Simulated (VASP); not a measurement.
Write the native input for VASP 6.6.1 that does the following.

```yaml
Task: single point
Functional: PBE
Potentials_or_basis: VASP PAW PBE potentials, release 64 (Ba_sv, Ti_sv, O_h)
Cutoff: 1340 eV
k_mesh: 8 × 8 × 8
Occupations: gaussian, width 0.05 eV
Spin: no spin polarisation
Dipole_correction: no
Further_INCAR_settings: ALGO = Normal; EDIFF = 1e-06; NBANDS = 28
```

The structure of BaTiO3 lies in POSCAR:

```
BaTiO3
1.0
    3.6976933126      0.0000000000      0.0000000000
    0.0000000000      3.6976933126      0.0000000000
    0.0000000000      0.0000000000      3.8585100676
Ba Ti O
1 1 3
Direct
    0.0000000000      0.0000000000      0.0000000000
    0.5000000000      0.5000000000      0.5000000000
    0.5000000000      0.5000000000      0.0000000000
    0.5000000000      0.0000000000      0.5000000000
    0.0000000000      0.5000000000      0.5000000000
```

This cell differs from its parent crystal: strain -0.080 along x and y, -0.040 along z.

The input as run:

INCAR

```
ALGO     = Normal         # electronic algorithm
EDIFF    = 1E-6           # SCF threshold, eV
ENCUT    = 1340           # plane-wave cutoff, eV
GGA      = PE             # functional
GGA_COMPAT= False        
ISIF     = 2              # what is computed and relaxed
ISMEAR   = 0              # smearing method
LASPH    = True           # aspherical terms in the spheres
LCHARG   = False          # write CHGCAR
LREAL    = False          # projectors in reciprocal space
LWAVE    = False          # write WAVECAR
NBANDS   = 28             # bands
NELM     = 120            # most SCF steps
PREC     = Accurate       # precision mode
SIGMA    = 0.05           # smearing width, eV
```

KPOINTS

```
k-points
0
Gamma
  8 8 8
```

Potentials or basis: VASP PAW PBE potentials, release 64 (Ba_sv, Ti_sv, O_h).

The run is started by

```sh
$ cat potpaw_PBE.64/Ba_sv/POTCAR potpaw_PBE.64/Ti_sv/POTCAR potpaw_PBE.64/O_h/POTCAR > POTCAR
$ mpirun -np 1 vasp_std > vasp.out
```

It gave:

```yaml
Pressure: 58.0 GPa
Band_gap_on_the_k_mesh: 1.92 eV
```

Caveat: the cell differs from its parent crystal (strain -0.080 along x and y, -0.040 along z); the stress differs along the axes, from 46 to 64 GPa; spin-orbit coupling is left out, which moves the levels of the heavy elements.

It took 9.3 min on 1 thread of Intel(R) Xeon(R) Platinum 8375C CPU @ 2.90GHz (Ice Lake), with other jobs on the host, peak memory 0.65 GiB.
